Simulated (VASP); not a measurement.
TiPt3: single point with PBEsol

Crystal: TiPt3.

```
CELL_PARAMETERS angstrom
3.72388 0.00000 0.00000
0.00000 3.96758 0.00000
0.00000 0.00000 3.96758
ATOMIC_POSITIONS crystal
Ti 0.00000 0.00000 0.00000
Pt 0.00000 0.50000 0.50000
Pt 0.50000 0.00000 0.50000
Pt 0.50000 0.50000 0.00000
```

This cell differs from its parent crystal: uniaxial strain along a: -4.5 %, then relaxed in part.

| Item | Value |
| --- | --- |
| Program | VASP 6.6.1 |
| Task | single point |
| Functional | PBEsol |
| Potentials or basis | VASP PAW PBE potentials, release 64 (Ti_sv, Pt) |
| Cutoff | 500 eV |
| k mesh | 14 × 14 × 14 |
| Occupations | gaussian, width 0.1 eV |
| Spin | no spin polarisation |
| Dipole correction | no |
| Further INCAR settings | ALGO = Normal; EDIFF = 1e-06; NBANDS = 29 |

```yaml
Pressure: 3.3 GPa
Band_gap_on_the_k_mesh: zero (bands 21 and 22 overlap by 1.80 eV)
```

Stress tensor (GPa, compression positive):
```
10.35  0.00  0.00
 0.00 -0.27  0.00
 0.00  0.00 -0.27
```

Levels at points of the mesh, in eV from the Fermi level:
| k point | band 18 | band 19 | band 20 | band 21 | band 22 | band 23 | band 24 | band 25 |
| --- | --- | --- | --- | --- | --- | --- | --- | --- |
| (0.00, 0.00, 0.00) | -0.31 | 0.23 | 0.23 | 1.14 | 1.14 | 1.34 | 1.47 | 1.87 |
| (0.50, 0.00, 0.00) | -2.79 | -2.51 | -1.68 | -0.39 | -0.39 | -0.30 | 0.59 | 0.71 |
| (0.00, 0.50, 0.00) | -2.68 | -2.50 | -1.27 | -0.13 | -0.09 | 0.24 | 0.34 | 0.84 |
| (0.50, 0.50, 0.00) | -2.98 | -2.50 | -2.22 | -2.20 | 0.21 | 0.31 | 0.47 | 1.75 |
| (0.00, 0.50, 0.50) | -3.30 | -2.55 | -2.51 | -2.48 | 0.16 | 0.16 | 0.24 | 1.08 |
| (0.50, 0.50, 0.50) | -0.73 | -0.73 | -0.72 | -0.58 | -0.58 | -0.22 | 1.25 | 1.25 |

Run time: 10 min on 1 thread of Oxide Virtual Turin-like Processor, on a shared host, peak memory 0.45 GiB.

Caveat: the cell differs from its parent crystal (uniaxial strain along a: -4.5 %, then relaxed in part); the stress differs along the axes, from -0 to 10 GPa; the PAW data sets were made with another functional, which shifts forces and pressure a little; spin-orbit coupling is left out, which moves the levels of the heavy elements.
